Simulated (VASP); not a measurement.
# LiS2 in VASP: notebook

Runs on LiS2. Level: PBE. Tasks: single point.

All numbers are computed with VASP 6.6.1; they aren't measurements. Logs are shortened: lines on timing, memory, paths and dates and some standing lists are left out, and cuts for length are marked.

### 1 The cell of the first run

It takes space group C2 (No. 5, monoclinic). Conventional cell: a = 6.813 Å, b = 5.464 Å, c = 7.147 Å, α = 90.00°, β = 112.24°, γ = 90.00°. Within 3.3 Å of Li (site symmetry 2) lie 8 S at 2.53 to 3.09 Å. Within 3.3 Å of Li (site symmetry 2) lie 6 S at 2.47 to 3.29 Å. S (site symmetry 1) has 2 S at 2.08 to 2.09 Å and 2 Li at 2.76 to 2.79 Å within 2.8 Å. S (site symmetry 1) has 1 S at 2.09 Å and 3 Li at 2.47 to 2.53 Å within 2.8 Å.

### 2 Single point, PBE

Contents of INCAR:

```
SYSTEM = LiS2
PREC = Accurate ; ENCUT = 520
EDIFF = 1E-6 ; ISMEAR = 0
SIGMA = 0.02 ; LREAL = .FALSE.
LASPH = .TRUE. ; NELM = 60
ALGO = Normal ; ISIF = 2
LWAVE = .FALSE. ; LCHARG = .TRUE.
GGA = PE ; LELF = .TRUE.
LVHAR = .TRUE. ; NBANDS = 24
```

Contents of KPOINTS:

```
regular mesh
0
G
  8 8 4
  0 0 0
```

Contents of POSCAR:

```
LiS2
1.0
    3.4062916041     -2.7318495208      0.0014390950
    3.4062916041      2.7318495208      0.0014390950
   -2.7076738984      0.0000000000      6.6142801184
Li S
2 4
Direct
    0.8178799235      0.1821200765      0.0000000000
    0.3361431640      0.6638568360      0.5000000000
    0.1995355420      0.4981458469      0.8866099848
    0.2331885921      0.0897947456      0.3170260727
    0.9102052544      0.7668114079      0.6829739273
    0.5018541531      0.8004644580      0.1133900152
```

Potentials or basis: VASP PAW PBE potentials, release 64 (Li_sv, S).

Launch:

```
$ cat potpaw_PBE.64/Li_sv/POTCAR potpaw_PBE.64/S/POTCAR > POTCAR
$ mpirun -np 1 vasp_std > vasp.out
```

OUTCAR:

```text
SYSTEM = LiS2
   PREC = Accurate
   ENCUT = 520
   EDIFF = 1E-6
   ISMEAR = 0
   LREAL = .FALSE.
   LASPH = .TRUE.
   NELM = 60
   ISIF = 2
   GGA = PE

 ion  position               nearest neighbor table
   1  0.818  0.182  0.000-   4 2.53   5 2.53
   2  0.336  0.664  0.500-   4 2.47   5 2.47   5 2.53   4 2.53
   3  0.200  0.498  0.887-   6 2.08   5 2.09
   4  0.233  0.090  0.317-   6 2.09   2 2.47   1 2.53   2 2.53
   5  0.910  0.767  0.683-   3 2.09   2 2.47   1 2.53   2 2.53
   6  0.502  0.800  0.113-   3 2.08   4 2.09

  LATTYP: Found a base centered monoclinic cell.
 ALAT       =     6.8125838162
 B/A-ratio  =     0.8020010012
 C/A-ratio  =     1.0490940733
 COS(beta)  =    -0.3784613983

  Lattice vectors:

 A1 = (   3.4062916041,  -2.7318495208,   0.0014390950)
 A2 = (   3.4062916041,   2.7318495208,   0.0014390950)
 A3 = (  -2.7076738984,   0.0000000000,   6.6142801184)

Analysis of symmetry for initial positions (statically):
=====================================================================
 Subroutine PRICEL returns:
 Original cell was already a primitive cell.

 Routine SETGRP: Setting up the symmetry group for a
 base centered monoclinic supercell.

 Subroutine GETGRP returns: Found  2 space group operations
 (whereof  2 operations were pure point group operations)
 out of a pool of  4 trial point group operations.

The static configuration has the point symmetry C_2 .

Analysis of symmetry for dynamics (positions and initial velocities):
=====================================================================
 Subroutine PRICEL returns:
 Original cell was already a primitive cell.

 Routine SETGRP: Setting up the symmetry group for a
 base centered monoclinic supercell.

 Subroutine GETGRP returns: Found  2 space group operations
 (whereof  2 operations were pure point group operations)
 out of a pool of  4 trial point group operations.

The dynamic configuration has the point symmetry C_2 .

 Subroutine INISYM returns: Found  2 space group operations
 (whereof  2 operations are pure point group operations),
 and found     1 'primitive' translations

----------------------------------------------------------------------------------------

                                     Primitive cell

  volume of cell :     123.1193

  direct lattice vectors                    reciprocal lattice vectors
     3.406291604 -2.731849521  0.001439095     0.146761815 -0.183026187  0.060079575
[... 93 lines left out ...]
   NELM   =     60;   NELMIN=  2; NELMDL= -5     # of ELM steps
   EDIFF  = 0.1E-05   stopping-criterion for ELM
   LREAL  =      F    real-space projection
   EDIFFG = 0.1E-04   stopping-criterion for IOM
   NSW    =      0    number of steps for IOM
   IBRION =     -1    ionic relax: 0-MD 1-quasi-New 2-CG
   NFREE  =      0    steps in history (QN), initial steepest desc. (CG)
   ISIF   =      2    stress and relaxation
   ISYM   =      2    0-nonsym 1-usesym 2-fastsym
   POTIM  = 0.5000    time-step for ionic-motion
   TEBEG  =    0.0;   TEEND  =   0.0 temperature during run
   PSTRESS=    0.0 pullay stress
   NELECT =      30.0000    total number of electrons
   NUPDOWN=      -1.0000    fix difference up-down
   EMIN   =  10.00;   EMAX   =-10.00  energy-range for DOS
   EFERMI =   0.00;   METHOD = LEGACY
   ISMEAR =     0;   SIGMA  =   0.02  broadening in eV -4-tet -1-fermi 0-gaus
   EFERMI_NEDOS =   21; number of points for ismear=-14 and -15
   IALGO  =     38    algorithm
   IMIX   =      4    mixing-type and parameters
     AMIX     =   0.40;   BMIX     =  1.00
     AMIX_MAG =   1.60;   BMIX_MAG =  1.00
  volume/ion in A,a.u.               =      20.52       138.48
  Fermi-wavevector in a.u.,A,eV,Ry     =   1.022523  1.932289 14.225621  1.045554
  Thomas-Fermi vector in A             =   2.156207
   LORBIT       =      0    0 simple, 1 ext, 2 COOP (PROOUT), +10 PAW based schemes
   GGA     = PE    functional components
   LHFCALC =     F    Hartree Fock is set to
   AEXX    =    0.0000 exact exchange contribution
   IVDW    =     0    specifies the selected vdW correction
   LEPSILON=     F    determine dielectric tensor
   LRPA    =     F    only Hartree local field effects (RPA)
 non-spin polarized calculation
 Gauss-broadening in eV      SIGMA  =   0.02
  energy-cutoff  :      520.00
  volume of cell :      123.12
 maximum number of plane-waves:      3343
   NGX = 17   NGY = 17   NGZ = 27

 number of electron      30.0000005 magnetization

 Free energy of the ion-electron system (eV)
  ---------------------------------------------------
  ext. energy  EPLUGINS =         0.00000000
  ---------------------------------------------------
  free energy    TOTEN  =       -23.90899357 eV

  energy without entropy =      -23.90899357  energy(sigma->0) =      -23.90899357

 E-fermi :   2.2932     XC(G=0):  -8.3957

 val. band max:        2.1713071745   @ k =  -0.2500   0.1250   0.5000
 cond. band min:       4.2965956206   @ k =   0.0000   0.0000   0.0000
 fundamental gap:      2.1252884462
 Fermi energy:         2.2932358599

 k-point     1 :       0.0000    0.0000    0.0000
  band No.  band energies     occupation
      1     -43.2136      2.00000
      2     -42.5327      2.00000
      3     -13.5777      2.00000
      4     -11.3501      2.00000
      5      -9.1072      2.00000
      6      -6.7723      2.00000
[... 637 lines left out ...]
     23       9.6951      0.00000
     24       9.9601      0.00000

 [... further k-points ...]
[... 5 lines left out ...]
  --------------------------------------------------------------------------------------
  -------------------------------------------------------------------------------------
  Total       -0.1309305     -0.2622003     -0.3147711      0.0000000      0.0000000     -0.0196054
  in kB       -1.7038259     -3.4120663     -4.0961807      0.0000000      0.0000000     -0.2551289
  external PRESSURE =      -3.0706910 kB  Pullay stress =       0.0000000 kB

 VOLUME and BASIS-vectors are now :
 -----------------------------------------------------------------------------
  energy-cutoff  :      520.00
  volume of cell :      123.12
      direct lattice vectors                 reciprocal lattice vectors
     3.406291604 -2.731849521  0.001439095     0.146761815 -0.183026187  0.060079575
     3.406291604  2.731849521  0.001439095     0.146761815  0.183026187  0.060079575
    -2.707673898  0.000000000  6.614280118    -0.000063863  0.000000000  0.151161889

 POSITION                                       TOTAL-FORCE (eV/Angst)
 -----------------------------------------------------------------------------------
      3.40629     -1.73680      0.00144        -0.000000     -0.003580      0.000000
      2.05245      0.89526      3.30858        -0.000000     -0.003732     -0.000000
     -0.02414      0.81576      5.86529         0.074820      0.072312     -0.006431
      0.24177     -0.39173      2.09736         0.021532     -0.068656     -0.067405
      3.86314     -0.39173      4.51979        -0.021532     -0.068656      0.067405
      4.12905      0.81576      0.75187        -0.074820      0.072312      0.006431
 -----------------------------------------------------------------------------------
    total drift:                                0.000000      0.000212      0.000000

  FREE ENERGIE OF THE ION-ELECTRON SYSTEM (eV)
  ---------------------------------------------------
  free  energy   TOTEN  =       -23.9089935668 eV

  energy  without entropy=      -23.9089935668  energy(sigma->0) =      -23.90899357
```

stdout:

```text
POSCAR found type information on POSCAR LiS
 POSCAR found :  2 types and       6 ions
 scaLAPACK will be used
 LDA part: xc-table for (Slater+PW92), standard interpolation
 POSCAR, INCAR and KPOINTS ok, starting setup
 FFT: planning ... GRIDC
 FFT: planning ... GRID_SOFT
 FFT: planning ... GRID
 WAVECAR not read
 entering main loop
```

Wall time 2.9 min (1 thread of Intel Xeon 6975P-C, shared host); peak memory 0.32 GiB.

Results:

```
Free energy            : -23.9090 eV
Largest force          : 0.104 eV/Å
Band gap on the k mesh : 2.13 eV, indirect (least direct gap 2.27 eV)
```

Forces on the atoms (eV/Å):
```
Li   0.000 -0.004  0.000
Li   0.000 -0.004  0.000
S    0.075  0.072 -0.006
S    0.022 -0.069 -0.067
S   -0.022 -0.069  0.067
S   -0.075  0.072  0.006
```

Caveat: the cutoff is under 1.25 times the usual one of these potentials, so pressure, stress and relaxed cells hold a basis-set (Pulay) error. A hybrid or GW would open this gap; PBE tends to underestimate it.

### 3 Single point, PBE

This run uses another cell than the first one, of the same volume but with other edges.

Contents of INCAR:

```
ALGO = Normal
EDIFF = 1E-7
ENCUT = 520
GGA = PE
ISIF = 2
ISMEAR = 0
LASPH = T
LCHARG = F
LREAL = F
LWAVE = F
NBANDS = 24
NELM = 80
PREC = Accurate
SIGMA = 0.1
```

Contents of KPOINTS:

```
k-points
0
Gamma
  6 6 6
```

Contents of POSCAR:

```
LiS2
1.0
   -3.8760986664      0.0016019815     -3.8501214774
   -3.0400852961     -3.0280214408     -0.8150029838
   -5.8530991221      3.6525123606      2.0135294946
Li S
2 4
Direct
    0.1820554716      0.0003066379     -0.0001855119
    0.1642576533      0.4997984004      0.4998991766
    0.6863333334      0.8111854285      0.1137215071
    0.0834392503      0.0062643551      0.6827779872
    0.7728261122      0.9935254140      0.3171917073
    0.6110881793      0.1889197643      0.8865951336
```

Potentials or basis: VASP PAW PBE potentials, release 64 (Li_sv, S).

Launch:

```
$ cat potpaw_PBE.64/Li_sv/POTCAR potpaw_PBE.64/S/POTCAR > POTCAR
$ mpirun -np 1 vasp_std > vasp.out
```

OUTCAR:

```text
EDIFF = 1E-7
   ENCUT = 520
   GGA = PE
   ISIF = 2
   ISMEAR = 0
   LASPH = T
   LREAL = F
   NELM = 80
   PREC = Accurate

 ion  position               nearest neighbor table
   1  0.182  0.000  1.000-   4 2.53   5 2.53
   2  0.164  0.500  0.500-   5 2.47   4 2.47   4 2.53   5 2.53
   3  0.686  0.811  0.114-   6 2.08   5 2.09
   4  0.083  0.006  0.683-   6 2.09   2 2.47   1 2.53   2 2.53
   5  0.773  0.994  0.317-   3 2.09   2 2.47   1 2.53   2 2.53
   6  0.611  0.189  0.887-   3 2.08   4 2.09

  Warning from LATTYP: Got some problem with cell dimensions!
  Tried to take original basis but could not verify dimensions!
  LATTYP: Found a triclinic cell.
 ALAT       =     4.3675235909
 B/A-ratio  =     1.2508905006
 C/A-ratio  =     1.6358898178
 COS(alpha) =     0.0002512983
 COS(beta)  =     0.2964773679
 COS(gamma) =     0.6251473091

  Lattice vectors:

 A1 = (   3.0400852961,   3.0280214408,   0.8150029838)
 A2 = (   3.8760986664,  -0.0016019815,   3.8501214774)
 A3 = (   5.0170857518,  -0.6228889383,  -5.0486479882)

Analysis of symmetry for initial positions (statically):
=====================================================================
 Subroutine PRICEL returns:
 Original cell was already a primitive cell.

 Routine SETGRP: Setting up the symmetry group for a
 triclinic supercell.

 Subroutine GETGRP returns: Found  1 space group operations
 (whereof  1 operations were pure point group operations)
 out of a pool of  2 trial point group operations.

The static configuration has the point symmetry C_1 .

Analysis of symmetry for dynamics (positions and initial velocities):
=====================================================================
 Subroutine PRICEL returns:
 Original cell was already a primitive cell.

 Routine SETGRP: Setting up the symmetry group for a
[... 128 lines left out ...]
   EFERMI =   0.00;   METHOD = LEGACY
   ISMEAR =     0;   SIGMA  =   0.10  broadening in eV -4-tet -1-fermi 0-gaus
   EFERMI_NEDOS =   21; number of points for ismear=-14 and -15
   IALGO  =     38    algorithm
   IMIX   =      4    mixing-type and parameters
     AMIX     =   0.40;   BMIX     =  1.00
     AMIX_MAG =   1.60;   BMIX_MAG =  1.00
  volume/ion in A,a.u.               =      20.52       138.45
  Fermi-wavevector in a.u.,A,eV,Ry     =   1.022576  1.932389 14.227102  1.045663
  Thomas-Fermi vector in A             =   2.156263
   LORBIT       =      0    0 simple, 1 ext, 2 COOP (PROOUT), +10 PAW based schemes
   GGA     = PE    functional components
   LHFCALC =     F    Hartree Fock is set to
   AEXX    =    0.0000 exact exchange contribution
   IVDW    =     0    specifies the selected vdW correction
   LEPSILON=     F    determine dielectric tensor
   LRPA    =     F    only Hartree local field effects (RPA)
 non-spin polarized calculation
 Gauss-broadening in eV      SIGMA  =   0.10
  energy-cutoff  :      520.00
  volume of cell :      123.10
 maximum number of plane-waves:      3337
 NGX is ok and might be reduce to    42

 number of electron      29.9999998 magnetization

 Free energy of the ion-electron system (eV)
  ---------------------------------------------------
  ext. energy  EPLUGINS =         0.00000000
  ---------------------------------------------------
  free energy    TOTEN  =       -23.90891387 eV

  energy without entropy =      -23.90891387  energy(sigma->0) =      -23.90891387

 E-fermi :   2.6547     XC(G=0):  -8.3969

 val. band max:        2.1851493088   @ k =  -0.3333  -0.1667   0.3333
 cond. band min:       4.2963161464   @ k =   0.0000   0.0000   0.0000
 fundamental gap:      2.1111668376
 Fermi energy:         2.6547233786

 k-point     1 :       0.0000    0.0000    0.0000
  band No.  band energies     occupation
      1     -43.2125      2.00000
      2     -42.5308      2.00000
      3     -13.5733      2.00000
      4     -11.3469      2.00000
      5      -9.1062      2.00000
      6      -6.7728      2.00000
[... 637 lines left out ...]
     23       9.5784      0.00000
     24       9.8803      0.00000

 [... further k-points ...]
[... 5 lines left out ...]
  --------------------------------------------------------------------------------------
  -------------------------------------------------------------------------------------
  Total       -0.2700622     -0.1961264     -0.2700270      0.0616397     -0.0602711     -0.0012615
  in kB       -3.5149236     -2.5526325     -3.5144663      0.8022561     -0.7844434     -0.0164192
  external PRESSURE =      -3.1940075 kB  Pullay stress =       0.0000000 kB

 VOLUME and BASIS-vectors are now :
 -----------------------------------------------------------------------------
  energy-cutoff  :      520.00
  volume of cell :      123.10
      direct lattice vectors                 reciprocal lattice vectors
    -3.876098666  0.001601982 -3.850121477    -0.025346867  0.088477540 -0.234177365
    -3.040085296 -3.028021441 -0.815002984    -0.114263442 -0.246464299  0.114931839
    -5.853099122  3.652512361  2.013529495    -0.094716051  0.069420457  0.095383995

 POSITION                                       TOTAL-FORCE (eV/Angst)
 -----------------------------------------------------------------------------------
     -6.55861      3.65120      1.31197         0.004899     -0.000123      0.004902
     -5.08207      0.31275     -0.03319         0.002970     -0.000208      0.003525
     -5.79199     -2.03982     -3.07460        -0.081151     -0.067142     -0.028686
     -4.33883      2.47502      1.04844        -0.000511      0.015668      0.101995
     -7.87251     -1.84863     -3.14653         0.102232     -0.015192     -0.000670
     -8.13230      2.66723     -0.72155        -0.028439      0.066998     -0.081066
 -----------------------------------------------------------------------------------
    total drift:                                0.000031     -0.000052     -0.000047

  FREE ENERGIE OF THE ION-ELECTRON SYSTEM (eV)
  ---------------------------------------------------
  free  energy   TOTEN  =       -23.9089138676 eV

  energy  without entropy=      -23.9089138676  energy(sigma->0) =      -23.90891387
```

OSZICAR:

```text
N       E                     dE             d eps       ncg     rms          rms(c)
DAV:   1     0.175860082207E+03    0.17586E+03   -0.12622E+04  5376   0.116E+03
DAV:   2    -0.518779346533E+01   -0.18105E+03   -0.17235E+03  7080   0.241E+02
DAV:   3    -0.231820877682E+02   -0.17994E+02   -0.17864E+02  8936   0.658E+01
DAV:   4    -0.244118905473E+02   -0.12298E+01   -0.12209E+01  8664   0.163E+01
DAV:   5    -0.244954299214E+02   -0.83539E-01   -0.83535E-01  8048   0.326E+00    0.171E+01
DAV:   6    -0.239417243946E+02    0.55371E+00   -0.86551E-01  7288   0.574E+00    0.104E+01
DAV:   7    -0.239112619773E+02    0.30462E-01   -0.71005E-01  7160   0.369E+00    0.273E+00
DAV:   8    -0.239082861194E+02    0.29759E-02   -0.50034E-02  7728   0.133E+00    0.613E-01
DAV:   9    -0.239082879049E+02   -0.17855E-05   -0.10317E-02  7168   0.539E-01    0.198E-01
DAV:  10    -0.239086249924E+02   -0.33709E-03   -0.11086E-03  7976   0.171E-01    0.792E-02
DAV:  11    -0.239088482473E+02   -0.22325E-03   -0.22376E-04  6856   0.844E-02    0.250E-02
DAV:  12    -0.239088949755E+02   -0.46728E-04   -0.47983E-05  7344   0.391E-02    0.209E-02
DAV:  13    -0.239089126479E+02   -0.17672E-04   -0.19772E-05  6688   0.232E-02    0.755E-03
DAV:  14    -0.239089138044E+02   -0.11565E-05   -0.22365E-06  8064   0.762E-03    0.242E-03
DAV:  15    -0.239089138676E+02   -0.63189E-07   -0.26020E-07  6968   0.262E-03
   1 F= -.23908914E+02 E0= -.23908914E+02  d E =-.171036E-12
```

stdout:

```text
POSCAR found type information on POSCAR LiS
 POSCAR found :  2 types and       6 ions
 scaLAPACK will be used
 LDA part: xc-table for (Slater+PW92), standard interpolation
 POSCAR, INCAR and KPOINTS ok, starting setup
 FFT: planning ... GRIDC
 FFT: planning ... GRID_SOFT
 FFT: planning ... GRID
 WAVECAR not read
 entering main loop
```

Run time: 6.1 min. Hardware: 1 thread of Intel Xeon 6975P-C, shared host; peak memory 0.41 GiB.

Results:

* Free energy: -23.9089 eV
* Largest force: 0.109 eV/Å
* Band gap on the k mesh: 2.11 eV, indirect (least direct gap 2.27 eV)

Forces on the atoms (eV/Å):
```
Li   0.005  0.000  0.005
Li   0.003  0.000  0.004
S   -0.081 -0.067 -0.029
S   -0.001  0.016  0.102
S    0.102 -0.015 -0.001
S   -0.028  0.067 -0.081
```

Caveat: the cutoff is under 1.25 times the usual one of these potentials, so pressure, stress and relaxed cells hold a basis-set (Pulay) error.
